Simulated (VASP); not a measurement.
# Au (P2_1/m) in VASP: further runs, part 2 of 2

VASP 6.6.1. The steps go on from the part before.

### Step 3. Single point, PBE (atom 1 (Au) moved by (+0.200, +0.000) A along [1 1 0] and z)

INCAR reads:

```
SYSTEM = Au
PREC     = Accurate       ! precision mode
ENCUT    = 520            ! plane-wave cutoff, eV
EDIFF    = 1E-6           ! SCF threshold, eV
ISMEAR   = 0              ! smearing method
SIGMA    = 0.15           ! smearing width, eV
LREAL    = .FALSE.        ! projectors in reciprocal space
LASPH    = .TRUE.         ! aspherical terms in the spheres
NELM     = 60             ! most SCF steps
ALGO     = Fast           ! electronic algorithm
ISIF     = 2              ! what is computed and relaxed
LWAVE    = .FALSE.        ! write WAVECAR
LCHARG   = .FALSE.        ! write CHGCAR
GGA      = PE             ! functional
NBANDS   = 18             ! bands
```

KPOINTS reads:

```
Automatic mesh
0
G
  18 18 10
  0 0 0
```

POSCAR reads:

```
Au
1.0
    2.8999984104      0.0000000000      0.0000000000
   -1.4499992052      2.5114722944      0.0000000000
    0.0000000000      0.0000000000      4.8800000000
Au
2
Direct
    0.4102544149      0.7229768066      0.7500000000
    0.6666666667      0.3333333333      0.2500000000
```

Potentials or basis: VASP PAW PBE potentials, release 64 (Au).

Run with:

```
$ cat potpaw_PBE.64/Au/POTCAR > POTCAR
$ mpirun -np 1 vasp_std > vasp.out
```

OUTCAR:

```text
SYSTEM = Au
   PREC = Accurate
   ENCUT = 520
   EDIFF = 1E-6
   ISMEAR = 0
   LREAL = .FALSE.
   LASPH = .TRUE.
   NELM = 60
   ISIF = 2
   GGA = PE

 ion  position               nearest neighbor table
   1  0.410  0.723  0.750-   2 2.89   2 2.89   2 2.94   2 2.94   2 3.07   2 3.07
   2  0.667  0.333  0.250-   1 2.89   1 2.89   1 2.94   1 2.94   1 3.07   1 3.07

  LATTYP: Found a hexagonal cell.
 ALAT       =     2.8999984104
 C/A-ratio  =     1.6827595431

  Lattice vectors:

 A1 = (   2.8999984104,   0.0000000000,   0.0000000000)
 A2 = (  -1.4499992052,   2.5114722944,   0.0000000000)
 A3 = (   0.0000000000,   0.0000000000,   4.8800000000)

Analysis of symmetry for initial positions (statically):
=====================================================================
 Subroutine PRICEL returns:
 Original cell was already a primitive cell.

 Routine SETGRP: Setting up the symmetry group for a
 hexagonal supercell.

 Subroutine GETGRP returns: Found  4 space group operations
 (whereof  1 operations were pure point group operations)
 out of a pool of 24 trial point group operations.

The static configuration has the point symmetry C_1 .
 The point group associated with its full space group is C_2h.

Analysis of symmetry for dynamics (positions and initial velocities):
=====================================================================
 Subroutine PRICEL returns:
 Original cell was already a primitive cell.

 Routine SETGRP: Setting up the symmetry group for a
 hexagonal supercell.

 Subroutine GETGRP returns: Found  4 space group operations
 (whereof  1 operations were pure point group operations)
 out of a pool of 24 trial point group operations.

The dynamic configuration has the point symmetry C_1 .
 The point group associated with its full space group is C_2h.

 Subroutine INISYM returns: Found  4 space group operations
 (whereof  1 operations are pure point group operations),
 and found     1 'primitive' translations

[... 115 lines left out ...]
  volume/ion in A,a.u.               =      17.77       119.93
  Fermi-wavevector in a.u.,A,eV,Ry     =   1.395191  2.636529 26.484537  1.946559
  Thomas-Fermi vector in A             =   2.518667
   LORBIT       =      0    0 simple, 1 ext, 2 COOP (PROOUT), +10 PAW based schemes
   GGA     = PE    functional components
   LHFCALC =     F    Hartree Fock is set to
   AEXX    =    0.0000 exact exchange contribution
   IVDW    =     0    specifies the selected vdW correction
   LEPSILON=     F    determine dielectric tensor
   LRPA    =     F    only Hartree local field effects (RPA)
 non-spin polarized calculation
 RMM-DIIS sequential band-by-band and
 Gauss-broadening in eV      SIGMA  =   0.15
  energy-cutoff  :      520.00
  volume of cell :       35.54
 maximum number of plane-waves:       984
 NGX is ok and might be reduce to    24
   NGX = 11   NGY = 11   NGZ = 19

 number of electron      22.0000000 magnetization

 Free energy of the ion-electron system (eV)
  ---------------------------------------------------
  ext. energy  EPLUGINS =         0.00000000
  ---------------------------------------------------
  free energy    TOTEN  =        -6.41930486 eV

  energy without entropy =       -6.41026627  energy(sigma->0) =       -6.41478557

 E-fermi :   8.7601     XC(G=0): -12.4643

 val. band max:        8.7560145540   @ k =   0.1111   0.3889  -0.1000
 cond. band min:       8.7628881834   @ k =   0.1111   0.3889   0.0000
 fundamental gap:      0.0068736293
 Fermi energy:         8.7600839281

 k-point     1 :       0.0000    0.0000    0.0000
  band No.  band energies     occupation
      1      -0.6311      2.00000
      2       1.7606      2.00000
      3       4.0148      2.00000
      4       4.3600      2.00000
      5       4.4849      2.00000
      6       4.6870      2.00000
[... 481 lines left out ...]
      5       4.5863      2.00000
      6       4.6491      2.00000
[... 10 lines left out ...]
     17      20.0115      0.00000
     18      23.9395      0.00000

 [... further k-points ...]

------------------------ aborting loop because EDIFF is reached ----------------------------------------

  FORCE on cell =-STRESS in cart. coord.  units (eV):
  Direction    XX          YY          ZZ          XY          YZ          ZX
  --------------------------------------------------------------------------------------
  -------------------------------------------------------------------------------------
  Total        0.3462190      0.4926269      0.4919906     -0.0679665      0.0000000      0.0000000
  in kB       15.6068603     22.2066353     22.1779511     -3.0637936      0.0000000      0.0000000
  external PRESSURE =      19.9971489 kB  Pullay stress =       0.0000000 kB

 VOLUME and BASIS-vectors are now :
 -----------------------------------------------------------------------------
  energy-cutoff  :      520.00
  volume of cell :       35.54
      direct lattice vectors                 reciprocal lattice vectors
     2.899998410  0.000000000  0.000000000     0.344827775  0.199086409  0.000000000
    -1.449999205  2.511472294  0.000000000     0.000000000  0.398172818  0.000000000
     0.000000000  0.000000000  4.880000000     0.000000000  0.000000000  0.204918033

 POSITION                                       TOTAL-FORCE (eV/Angst)
 -----------------------------------------------------------------------------------
      0.14142      1.81574      3.66000        -0.015816     -0.068845     -0.000000
      1.45000      0.83716      1.22000         0.015816      0.068845      0.000000
 -----------------------------------------------------------------------------------
    total drift:                               -0.000004     -0.000005     -0.000000

  FREE ENERGIE OF THE ION-ELECTRON SYSTEM (eV)
  ---------------------------------------------------
  free  energy   TOTEN  =        -6.4193048646 eV

  energy  without entropy=       -6.4102662671  energy(sigma->0) =       -6.41478557
```

OSZICAR:

```text
N       E                     dE             d eps       ncg     rms          rms(c)
DAV:   1     0.123072909418E+03    0.12307E+03   -0.11685E+04 35448   0.118E+03
DAV:   2    -0.487919000686E+01   -0.12795E+03   -0.12208E+03 37436   0.260E+02
DAV:   3    -0.694409167001E+01   -0.20649E+01   -0.20534E+01 41554   0.333E+01
DAV:   4    -0.695305296459E+01   -0.89613E-02   -0.89603E-02 38934   0.231E+00
DAV:   5    -0.695313641459E+01   -0.83450E-04   -0.83449E-04 39180   0.238E-01    0.117E+01
RMM:   6    -0.645324184346E+01    0.49989E+00   -0.89701E-01 35436   0.711E+00    0.755E+00
RMM:   7    -0.642336838301E+01    0.29873E-01   -0.11701E-01 36370   0.276E+00    0.336E+00
RMM:   8    -0.641940669443E+01    0.39617E-02   -0.13922E-02 36620   0.868E-01    0.478E-01
RMM:   9    -0.641929543213E+01    0.11126E-03   -0.94308E-04 38936   0.234E-01    0.162E-01
RMM:  10    -0.641930488702E+01   -0.94549E-05   -0.13198E-04 38992   0.774E-02    0.113E-01
RMM:  11    -0.641930475331E+01    0.13371E-06   -0.27600E-05 38557   0.353E-02    0.152E-02
RMM:  12    -0.641930486465E+01   -0.11134E-06   -0.33808E-06 31653   0.120E-02
   1 F= -.64193049E+01 E0= -.64147856E+01  d E =-.903860E-02
```

It took 11 min on 1 thread of Intel Xeon 8259CL, shared host; peak memory 0.58 GiB.

Results:

```
Free energy            : -6.4193 eV
Pressure               : 2.0 GPa
Largest force          : 0.071 eV/Å
Band gap on the k mesh : zero (bands 11 and 12 overlap by 6.48 eV)
```

Forces on the atoms (eV/Å):
```
Au  -0.016 -0.069  0.000
Au   0.016  0.069  0.000
```

Stress tensor (GPa, compression positive):
```
 1.56 -0.31  0.00
-0.31  2.22  0.00
 0.00  0.00  2.22
```

Caveat: the cell differs from its parent crystal (atom 1 (Au) moved by (+0.200, +0.000) A along [1 1 0] and z); spin-orbit coupling is left out, which moves the levels of the heavy elements.
